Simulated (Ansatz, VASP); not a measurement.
**Two plane-wave programs on La**

The input INCAR:

```
  PREC = Accurate
  ENCUT = 520
  EDIFF = 1E-6
  ISMEAR = -1
  SIGMA = 0.1
  LREAL = False
  LASPH = True
  NELM = 100
  ALGO = Normal
  ISIF = 2
  LWAVE = False
  LCHARG = False
  GGA = PE
  NBANDS = 30
```

The input KPOINTS:

```
Automatic mesh
0
Gamma
  10 10 3
```

The input POSCAR:

```
La
1.0
    3.7726980145      0.0000000000      0.0000000000
   -1.8863490072      3.2672523214      0.0000000000
    0.0000000000      0.0000000000     12.1127038589
La
4
Direct
    0.0000000000      0.0000000000      0.0000000000
    0.0000000000      1.0000000000      0.5000000000
    0.3333333333      0.6666666667      0.7500000000
    0.6666666667      0.3333333333      0.2500000000
```

Input for Ansatz:

```yaml
crystal:
  lattice:
    - [3.7726980145, 0.0, 0.0]
    - [-1.8863490072, 3.2672523214, 0.0]
    - [0.0, 0.0, 12.1127038589]
  atoms:
    - { symbol: La, position: [0.0, 0.0, 0.0] }
    - { symbol: La, position: [0.0, 1.0, 0.5] }
    - { symbol: La, position: [0.3333333333, 0.6666666667, 0.75] }
    - { symbol: La, position: [0.6666666667, 0.3333333333, 0.25] }
hamiltonian:
  xc: pbe
  pseudopotentials:
    kind: paw
    azcp:
      La: "pseudopotentials/La.paw.azcp"
basis:
  ecutwfc: 500
  fft_grid_basis: typed
kpoints:
  mp_grid: { grid: [10, 10, 3], shift: [0, 0, 0] }
magnetization:
  spin_polarized: false
scf:
  occupations: { method: fermi_dirac, width: 0.1 }
  lower_state_search: "off"
output:
  stress: true
  write_density: true
  write_potential: true
  elf: true
  volumetric_format: npy
```

Alike in both runs: task single point; functional PBE; k mesh 10 × 10 × 3; occupations fermi-dirac, width 0.1 eV; no spin polarisation.

|  | VASP | Ansatz |
| --- | --- | --- |
| version | VASP 6.6.1 | Ansatz 0.2.0 |
| potentials or method | VASP PAW PBE potentials, release 64 (La), cutoff 520 eV | plane waves (500 eV) with PAW, scalar-relativistic |
| valence electrons in the cell | 44 | 44 |

```tsv
	VASP	Ansatz	Ansatz less VASP
pressure (GPa)	0.1	0.0	-0.06
```

The functional is the same, so the differences come from potentials, cutoffs and numerics.

Neither program's run includes spin-orbit coupling.
